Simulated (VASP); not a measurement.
# Te2Mo (Fm-3m) in VASP: further runs

Te2Mo is run at these levels: PBE; tasks: single point.

Everything below comes from runs of VASP 6.6.1. Logs are shortened: lines on timing, memory, paths and dates and some standing lists are left out, and cuts for length are marked.

**1. The cell of the first run**

Symmetry: Fm-3m, No. 225, cubic system. The conventional cell has a = 6.682 Å, b = 6.682 Å, c = 6.682 Å, α = 90.00°, β = 90.00°, γ = 90.00°. Te (site symmetry -43m) has 4 Mo at 2.89 Å and 6 Te at 3.34 Å within 3.8 Å. Within 3.8 Å of Mo (site symmetry m-3m) lie 8 Te at 2.89 Å.

**2. Single point, PBE, collinear spin, ferromagnetic start**

File INCAR:

```
ALGO = Normal
EDIFF = 1E-7
ENCUT = 520
GGA = PE
ISIF = 2
ISMEAR = 0
ISPIN = 2
LASPH = T
LCHARG = T
LELF = T
LMAXMIX = 4
LORBIT = 11
LREAL = F
LVHAR = T
LWAVE = F
MAGMOM = 0 0 1
NBANDS = 24
NELM = 150
PREC = Accurate
SIGMA = 0.1
```

File KPOINTS:

```
k-points
0
Gamma
  4 4 4
```

File POSCAR:

```
Te2Mo
1.0
    0.0000000000      3.3411331314      3.3411331314
    3.3411331314      0.0000000000      3.3411331314
    3.3411331314      3.3411331314      0.0000000000
Te Mo
2 1
Direct
    0.2500000000      0.2500000000      0.2500000000
    0.7500000000      0.7500000000      0.7500000000
    0.0000000000      0.0000000000      0.0000000000
```

Potentials or basis: VASP PAW PBE potentials, release 64 (Te, Mo_sv).

Run with:

```
$ cat potpaw_PBE.64/Te/POTCAR potpaw_PBE.64/Mo_sv/POTCAR > POTCAR
$ mpirun -np 1 vasp_std > vasp.out
```

OUTCAR:

```text
EDIFF = 1E-7
   ENCUT = 520
   GGA = PE
   ISIF = 2
   ISMEAR = 0
   ISPIN = 2
   LASPH = T
   LORBIT = 11
   LREAL = F
   NELM = 150
   PREC = Accurate

 ion  position               nearest neighbor table
   1  0.250  0.250  0.250-   3 2.89   3 2.89   3 2.89   3 2.89   2 3.34   2 3.34   2 3.34   2 3.34
                             2 3.34   2 3.34
   2  0.750  0.750  0.750-   3 2.89   3 2.89   3 2.89   3 2.89   1 3.34   1 3.34   1 3.34   1 3.34
                             1 3.34   1 3.34
   3  0.000  0.000  0.000-   1 2.89   2 2.89   2 2.89   2 2.89   2 2.89   1 2.89   1 2.89   1 2.89

  LATTYP: Found a face centered cubic cell.
 ALAT       =     6.6822662628

  Lattice vectors:

 A1 = (   0.0000000000,   3.3411331314,   3.3411331314)
 A2 = (   3.3411331314,   0.0000000000,   3.3411331314)
 A3 = (   3.3411331314,   3.3411331314,   0.0000000000)

Analysis of symmetry for initial positions (statically):
=====================================================================
 Subroutine PRICEL returns:
 Original cell was already a primitive cell.

 Routine SETGRP: Setting up the symmetry group for a
 face centered cubic supercell.

 Subroutine GETGRP returns: Found 48 space group operations
 (whereof 48 operations were pure point group operations)
 out of a pool of 48 trial point group operations.

The static configuration has the point symmetry O_h .

Analysis of symmetry for dynamics (positions and initial velocities):
=====================================================================
 Subroutine PRICEL returns:
 Original cell was already a primitive cell.

 Routine SETGRP: Setting up the symmetry group for a
 face centered cubic supercell.

 Subroutine GETGRP returns: Found 48 space group operations
 (whereof 48 operations were pure point group operations)
 out of a pool of 48 trial point group operations.

The dynamic configuration has the point symmetry O_h .

Analysis of structural, dynamic, and magnetic symmetry:
=====================================================================
 Subroutine PRICEL returns:
 Original cell was already a primitive cell.

 Routine SETGRP: Setting up the symmetry group for a
 face centered cubic supercell.

 Subroutine GETGRP returns: Found 48 space group operations
 (whereof 48 operations were pure point group operations)
 out of a pool of 48 trial point group operations.

The overall configuration has the point symmetry O_h .

 Subroutine INISYM returns: Found 48 space group operations
 (whereof 48 operations are pure point group operations),
 and found     1 'primitive' translations

----------------------------------------------------------------------------------------

                                     Primitive cell

  volume of cell :      74.5953

  direct lattice vectors                    reciprocal lattice vectors
     0.000000000  3.341133131  3.341133131    -0.149649828  0.149649828  0.149649828
     3.341133131  0.000000000  3.341133131     0.149649828 -0.149649828  0.149649828
     3.341133131  3.341133131  0.000000000     0.149649828  0.149649828 -0.149649828

  length of vectors
     4.725075788  4.725075788  4.725075788     0.259201106  0.259201106  0.259201106

  position of ions in fractional coordinates (direct lattice)
     0.250000000  0.250000000  0.250000000
     0.750000000  0.750000000  0.750000000
     0.000000000  0.000000000  0.000000000

  ion indices of the primitive-cell ions
   primitive index   ion index
                 1           1
                 2           2
                 3           3

----------------------------------------------------------------------------------------

 KPOINTS: k-points

Automatic generation of k-mesh.
 Grid dimensions read from file:
 generate k-points for:    4    4    4

 Generating k-lattice:

  Cartesian coordinates                     Fractional coordinates (reciprocal lattice)
    -0.037412457  0.037412457  0.037412457     0.250000000  0.000000000  0.000000000
     0.037412457 -0.037412457  0.037412457     0.000000000  0.250000000  0.000000000
     0.037412457  0.037412457 -0.037412457     0.000000000  0.000000000  0.250000000

  Length of vectors
     0.064800277  0.064800277  0.064800277

  Shift w.r.t. Gamma in fractional coordinates (k-lattice)
     0.000000000  0.000000000  0.000000000

 Subroutine IBZKPT returns following result:
 ===========================================

 Found      8 irreducible k-points:

 Following reciprocal coordinates:
            Coordinates               Weight
  0.000000  0.000000  0.000000      1.000000
  0.250000  0.000000  0.000000      8.000000
  0.500000  0.000000  0.000000      4.000000
  0.250000  0.250000  0.000000      6.000000
  0.500000  0.250000  0.000000     24.000000
 -0.250000  0.250000  0.000000     12.000000
  0.500000  0.500000  0.000000      3.000000
 -0.250000  0.500000  0.250000      6.000000
   k-points           NKPTS =      8   k-points in BZ     NKDIM =      8   number of bands    NBANDS=     24
   number of dos      NEDOS =    301   number of ions     NIONS =      3
   total plane-waves  NPLWV =  46656
   dimension x,y,z NGX =    36 NGY =   36 NGZ =   36
   dimension x,y,z NGXF=    72 NGYF=   72 NGZF=   72
   ions per type =               2   1
   NGX,Y,Z   is equivalent  to a cutoff of  12.67, 12.67, 12.67 a.u.
   NGXF,Y,Z  is equivalent  to a cutoff of  25.33, 25.33, 25.33 a.u.
 SYSTEM =  unknown system
   PREC   = accura    normal or accurate (medium, high low for compatibility)
   ISTART =      0    job   : 0-new  1-cont  2-samecut
   ICHARG =      2    charge: 1-file 2-atom 10-const
   ISPIN  =      2    spin polarized calculation?
   LNONCOLLINEAR =      F non collinear calculations
   LSORBIT =      F    spin-orbit coupling
   LASPH  =      T    aspherical Exc in radial PAW
   ENCUT  =  520.0 eV  38.22 Ry    6.18 a.u.   8.79  8.79  8.79*2*pi/ulx,y,z
   NELM   =    150;   NELMIN=  2; NELMDL= -5     # of ELM steps
   EDIFF  = 0.1E-06   stopping-criterion for ELM
   LREAL  =      F    real-space projection
   EDIFFG = 0.1E-05   stopping-criterion for IOM
   NSW    =      0    number of steps for IOM
   IBRION =     -1    ionic relax: 0-MD 1-quasi-New 2-CG
   NFREE  =      0    steps in history (QN), initial steepest desc. (CG)
   ISIF   =      2    stress and relaxation
   ISYM   =      2    0-nonsym 1-usesym 2-fastsym
   POTIM  = 0.5000    time-step for ionic-motion
   TEBEG  =    0.0;   TEEND  =   0.0 temperature during run
   PSTRESS=    0.0 pullay stress
   NELECT =      26.0000    total number of electrons
   NUPDOWN=      -1.0000    fix difference up-down
   EMIN   =  10.00;   EMAX   =-10.00  energy-range for DOS
   EFERMI =   0.00;   METHOD = LEGACY
   ISMEAR =     0;   SIGMA  =   0.10  broadening in eV -4-tet -1-fermi 0-gaus
   EFERMI_NEDOS =   21; number of points for ismear=-14 and -15
   IALGO  =     38    algorithm
   IMIX   =      4    mixing-type and parameters
     AMIX     =   0.40;   BMIX     =  1.00
     AMIX_MAG =   1.60;   BMIX_MAG =  1.00
  volume/ion in A,a.u.               =      24.87       167.80
  Fermi-wavevector in a.u.,A,eV,Ry     =   1.152114  2.177180 18.059924  1.327367
  Thomas-Fermi vector in A             =   2.288767
   LORBIT       =     11    0 simple, 1 ext, 2 COOP (PROOUT), +10 PAW based schemes
   GGA     = PE    functional components
   LHFCALC =     F    Hartree Fock is set to
   AEXX    =    0.0000 exact exchange contribution
   IVDW    =     0    specifies the selected vdW correction
   LEPSILON=     F    determine dielectric tensor
   LRPA    =     F    only Hartree local field effects (RPA)
 spin polarized calculation
 Gauss-broadening in eV      SIGMA  =   0.10
  energy-cutoff  :      520.00
  volume of cell :       74.60
 maximum number of plane-waves:      2044
   NGX = 17   NGY = 17   NGZ = 17

 number of electron      26.0000002 magnetization       1.6522076

 Free energy of the ion-electron system (eV)
  ---------------------------------------------------
  ext. energy  EPLUGINS =         0.00000000
  ---------------------------------------------------
  free energy    TOTEN  =       -16.62091063 eV

  energy without entropy =      -16.61123161  energy(sigma->0) =      -16.61607112

 E-fermi :   8.7093     XC(G=0): -10.4678

 val. band max:        8.6492520520   @ k =   0.5000   0.0000   0.0000
 cond. band min:       8.7482861517   @ k =   0.0000   0.0000   0.0000
 fundamental gap:      0.0990340997
 Fermi energy:         8.7092520295

 spin component 1

 k-point     1 :       0.0000    0.0000    0.0000
  band No.  band energies     occupation
      1     -52.6087      1.00000
      2     -26.7607      1.00000
      3     -26.7607      1.00000
      4     -26.7607      1.00000
      5      -4.9467      1.00000
      6      -0.4412      1.00000
[... 16 lines left out ...]
     23      16.2402      0.00000
     24      16.2402      0.00000

 k-point     2 :       0.2500    0.0000    0.0000
  band No.  band energies     occupation
      1     -52.6085      1.00000
      2     -26.7653      1.00000
      3     -26.7615      1.00000
      4     -26.7614      1.00000
      5      -4.4265      1.00000
      6      -1.5043      1.00000
[... 16 lines left out ...]
     23      17.1709      0.00000
     24      18.4741      0.00000

 k-point     3 :       0.5000    0.0000    0.0000
  band No.  band energies     occupation
      1     -52.6084      1.00000
      2     -26.7699      1.00000
      3     -26.7622      1.00000
      4     -26.7621      1.00000
      5      -3.2758      1.00000
      6      -2.9262      1.00000
[... 16 lines left out ...]
     23      18.3423      0.00000
     24      19.5019      0.00000
[... 82 lines left out ...]
 k-point     7 :       0.5000    0.5000    0.0000
  band No.  band energies     occupation
      1     -52.6083      1.00000
      2     -26.7703      1.00000
      3     -26.7640      1.00000
      4     -26.7640      1.00000
      5      -3.2630      1.00000
      6      -2.2473      1.00000
[... 16 lines left out ...]
     23      17.7628      0.00000
     24      18.6561      0.00000

 k-point     8 :      -0.2500    0.5000    0.2500
  band No.  band energies     occupation
      1     -52.6083      1.00000
      2     -26.7671      1.00000
      3     -26.7671      1.00000
      4     -26.7640      1.00000
      5      -2.8262      1.00000
      6      -2.8262      1.00000
[... 16 lines left out ...]
     23      19.0035      0.00000
     24      19.0035      0.00000
 Fermi energy:         8.7092520295

 spin component 2

 k-point     1 :       0.0000    0.0000    0.0000
  band No.  band energies     occupation
      1     -51.7466      1.00000
      2     -25.8049      1.00000
      3     -25.8049      1.00000
      4     -25.8049      1.00000
      5      -4.8985      1.00000
      6      -0.4784      1.00000
[... 16 lines left out ...]
     23      16.6448      0.00000
     24      16.6448      0.00000

 k-point     2 :       0.2500    0.0000    0.0000
  band No.  band energies     occupation
      1     -51.7465      1.00000
      2     -25.8098      1.00000
      3     -25.8056      1.00000
      4     -25.8056      1.00000
      5      -4.3872      1.00000
      6      -1.5089      1.00000
[... 16 lines left out ...]
     23      17.4116      0.00000
     24      18.8905      0.00000

 k-point     3 :       0.5000    0.0000    0.0000
  band No.  band energies     occupation
      1     -51.7463      1.00000
      2     -25.8148      1.00000
      3     -25.8064      1.00000
      4     -25.8064      1.00000
      5      -3.2428      1.00000
      6      -2.9269      1.00000
[... 16 lines left out ...]
     23      18.5187      0.00000
     24      19.6427      0.00000
[... 82 lines left out ...]
 k-point     7 :       0.5000    0.5000    0.0000
  band No.  band energies     occupation
      1     -51.7462      1.00000
      2     -25.8153      1.00000
      3     -25.8083      1.00000
      4     -25.8083      1.00000
      5      -3.2640      1.00000
      6      -2.2388      1.00000
[... 16 lines left out ...]
     23      18.0233      0.00000
     24      18.6749      0.00000

 k-point     8 :      -0.2500    0.5000    0.2500
  band No.  band energies     occupation
      1     -51.7462      1.00000
      2     -25.8118      1.00000
      3     -25.8118      1.00000
      4     -25.8083      1.00000
      5      -2.8235      1.00000
      6      -2.8235      1.00000
[... 16 lines left out ...]
     23      19.1138      0.00000
     24      19.4585      0.00000

------------------------ aborting loop because EDIFF is reached ----------------------------------------

  FORCE on cell =-STRESS in cart. coord.  units (eV):
  Direction    XX          YY          ZZ          XY          YZ          ZX
  --------------------------------------------------------------------------------------
  -------------------------------------------------------------------------------------
  Total        1.2297756      1.2297756      1.2297756     -0.0000000     -0.0000000     -0.0000000
  in kB       26.4134494     26.4134494     26.4134494     -0.0000000     -0.0000000     -0.0000000
  external PRESSURE =      26.4134494 kB  Pullay stress =       0.0000000 kB

 VOLUME and BASIS-vectors are now :
 -----------------------------------------------------------------------------
  energy-cutoff  :      520.00
  volume of cell :       74.60
      direct lattice vectors                 reciprocal lattice vectors
     0.000000000  3.341133131  3.341133131    -0.149649828  0.149649828  0.149649828
     3.341133131  0.000000000  3.341133131     0.149649828 -0.149649828  0.149649828
     3.341133131  3.341133131  0.000000000     0.149649828  0.149649828 -0.149649828

 POSITION                                       TOTAL-FORCE (eV/Angst)
 -----------------------------------------------------------------------------------
      1.67057      1.67057      1.67057         0.000000     -0.000000      0.000000
      5.01170      5.01170      5.01170        -0.000000      0.000000     -0.000000
      0.00000      0.00000      0.00000        -0.000000     -0.000000     -0.000000
 -----------------------------------------------------------------------------------
    total drift:                               -0.000000      0.000000      0.000000

  FREE ENERGIE OF THE ION-ELECTRON SYSTEM (eV)
  ---------------------------------------------------
  free  energy   TOTEN  =       -16.6209106277 eV

  energy  without entropy=      -16.6112316140  energy(sigma->0) =      -16.61607112

 total charge

# of ion       s       p       d       tot
------------------------------------------
    1        1.397   1.917   0.072   3.386
    2        1.397   1.917   0.072   3.386
    3        2.236   6.110   3.930  12.275
--------------------------------------------------
tot          5.031   9.944   4.073  19.048

 magnetization (x)

# of ion       s       p       d       tot
------------------------------------------
    1       -0.003  -0.034   0.009  -0.028
    2       -0.003  -0.034   0.009  -0.028
    3        0.030   0.030   1.319   1.379
--------------------------------------------------
tot          0.023  -0.038   1.338   1.323
```

Run time: 20 s. Hardware: 1 thread of Intel Xeon 6975P-C (Granite Rapids), shared host; peak memory 0.24 GiB.

What came out:

| Quantity | Value |
| --- | --- |
| Free energy | -16.6209 eV |
| Pressure | 2.6 GPa |
| Net moment | 1.65 μB per cell |
| Site moments | Te -0.03; Mo +1.38 μB |
| Valence electrons inside the program's atomic spheres | Te 3.39; Mo 12.28 |

Levels at points of the mesh, in eV from the Fermi level:
Spin up:
```csv
k point,band 11,band 12,band 13,band 14,band 15,band 16,band 17,band 18
"(0.00, 0.00, 0.00)",-1.57,0.04,0.04,0.04,2.67,2.67,2.67,3.14
"(0.50, 0.00, 0.00)",-2.64,-2.41,-1.27,-1.27,0.68,2.58,2.58,6.01
"(0.50, 0.50, 0.00)",-2.13,-1.56,-1.12,0.63,2.21,3.26,3.42,3.42
```
Spin down:
```tsv
k point	band 10	band 11	band 12	band 13	band 14	band 15
(0.00, 0.00, 0.00)	-0.23	-0.23	0.08	0.08	0.08	3.14
(0.50, 0.00, 0.00)	-2.56	-2.56	-2.37	-0.06	-0.06	1.26
(0.50, 0.50, 0.00)	-1.68	-1.68	-0.47	0.40	1.26	2.18
```

Caveat: the k points lie up to 0.41 Å⁻¹ apart; spin-orbit coupling is left out, which moves the levels of the heavy elements.

**3. Single point, PBE, collinear spin, ferromagnetic start**

This run uses another cell than the first one, of 25.46 Å³/atom, 1.024 times its volume.

File INCAR:

```
SYSTEM = Te2Mo
ALGO = Normal
EDIFF = 1E-7
ENCUT = 520
GGA = PE
ISIF = 2
ISMEAR = 0
ISPIN = 2
LASPH = .TRUE.
LCHARG = .FALSE.
LMAXMIX = 4
LORBIT = 11
LREAL = .FALSE.
LWAVE = .FALSE.
MAGMOM = 0 0 1.44
NBANDS = 24
NELM = 150
PREC = Accurate
SIGMA = 0.1
```

File KPOINTS:

```
k-points
0
G
  12 12 12
  0 0 0
```

File POSCAR:

```
Te2Mo
1.0
    0.0000000000      3.3676311477      3.3676311477
    3.3676311477      0.0000000000      3.3676311477
    3.3676311477      3.3676311477      0.0000000000
Te Mo
2 1
Direct
    0.2500000000      0.2500000000      0.2500000000
    0.7500000000      0.7500000000      0.7500000000
    0.0000000000      0.0000000000      0.0000000000
```

Potentials or basis: VASP PAW PBE potentials, release 64 (Te, Mo_sv).

Run with:

```
$ cat potpaw_PBE.64/Te/POTCAR potpaw_PBE.64/Mo_sv/POTCAR > POTCAR
$ mpirun -np 1 vasp_std > vasp.out
```

Wall time 99 s (1 thread of Intel Xeon 6975P-C (Granite Rapids), shared host); peak memory 0.37 GiB.

The run converged. Its results:

* Free energy: -16.5732 eV
* Pressure: 0.0 GPa
* Net moment: 1.63 μB per cell
* Site moments: Te -0.02; Mo +1.35 μB
* Valence electrons inside the program's atomic spheres: Te 3.37; Mo 12.24

Levels at points of the mesh, in eV from the Fermi level:
Spin up:
```
           k point  band 11  band 12  band 13  band 14  band 15  band 16  band 17  band 18
(0.00, 0.00, 0.00)    -1.54    -0.06    -0.06    -0.06     2.51     2.51     2.51     3.12
(0.50, 0.00, 0.00)    -2.65    -2.45    -1.26    -1.26     0.54     2.43     2.43     5.94
(0.50, 0.50, 0.00)    -2.14    -1.55    -1.11     0.49     2.03     3.18     3.22     3.22
```
Spin down:
| k point | band 8 | band 9 | band 10 | band 11 | band 12 | band 13 | band 14 | band 15 | band 16 | band 17 |
| --- | --- | --- | --- | --- | --- | --- | --- | --- | --- | --- |
| (0.00, 0.00, 0.00) | -4.84 | -4.84 | -0.28 | -0.28 | -0.02 | -0.02 | -0.02 | 3.00 | 3.00 | 3.00 |
| (0.50, 0.00, 0.00) | -3.97 | -3.24 | -2.58 | -2.58 | -2.41 | -0.10 | -0.10 | 1.14 | 3.10 | 3.10 |
| (0.50, 0.50, 0.00) | -4.64 | -4.64 | -1.68 | -1.68 | -0.51 | 0.33 | 1.15 | 2.01 | 3.41 | 3.41 |

Caveat: spin-orbit coupling is left out, which moves the levels of the heavy elements.
